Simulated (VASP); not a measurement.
Runs of VASP 6.6.1 on SiC. The structure is that of space group P3_221 (No. 154), or close to it. The cells are those of the table. 

```csv
task,cell,k mesh,cutoff (eV),smearing,gap on the mesh (eV),pressure (GPa),largest force (eV/Å)
single point,"a = 4.914, b = 4.914, c = 2.995 Å, angles 90.0, 90.0, 120.0°, 6 atoms",6 × 6 × 10,520,gaussian 0.02 eV,(a),0.0,-
single point,"a = 4.717, b = 4.717, c = 2.782 Å, angles 90.0, 90.0, 120.0°, 6 atoms",6 × 6 × 6,520,gaussian 0.1 eV,0.73,44.2,1.35
relaxation of cell and atoms,"relaxed from a = 4.717, b = 4.717, c = 2.782 Å, angles 90.0, 90.0, 120.0°, 6 atoms",6 × 6 × 6,600,gaussian 0.1 eV,1.42,0.0,0.01
single point,"a = 4.913, b = 4.913, c = 2.996 Å, angles 90.0, 90.0, 120.0°, 6 atoms",6 × 6 × 6,520,gaussian 0.1 eV,(b),0.0,-
```

Alike in all rows: level PBE; potentials or basis VASP PAW PBE potentials, release 64 (Si, C); no spin polarisation.

Task: Fill in the values left out.

Result: (a) 1.21; (b) 1.43.

Caveats: forces of over 1 eV/Å act on the atoms, so gaps and moduli don't describe the material at rest (some runs).

A k mesh can miss the band edges.
